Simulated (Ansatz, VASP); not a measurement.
**Two plane-wave programs on C**

```xyz
2
Lattice="0.0000 1.7659 1.7659 1.7659 0.0000 1.7659 1.7659 1.7659 0.0000" Properties=species:S:1:pos:R:3 pbc="T T T"
C     0.0000    0.0000    0.0000
C     0.8830    0.8830    0.8830
```

Alike in both runs: functional LDA; k mesh 10 × 10 × 10; no spin polarisation.

Ansatz relaxed the structure, and its values are those at the end. VASP's run is a single point on that final structure, the one shown.

```csv
,VASP,Ansatz
version,VASP 6.6.1,Ansatz 0.2.0
potentials or method,"VASP PAW LDA potentials, release 64 (C_h), cutoff 910 eV","scalar-relativistic, plane waves, PAW"
occupations,"gaussian, width 0.01 eV",fixed
valence electrons in the cell,8,8
```

|  | VASP | Ansatz | Ansatz less VASP |
| --- | --- | --- | --- |
| gap on the k mesh at the Fermi level (eV) | 4.21 | 4.21 | +0.008 |
| least direct gap on the mesh (eV) | 5.63 | 5.63 | 0.000 |

LDA's correlation is that of Perdew and Zunger in VASP and of Perdew and Wang (1992) in Ansatz.

Noted on VASP's run: the cutoff is short for stress, so the pressure is rough.
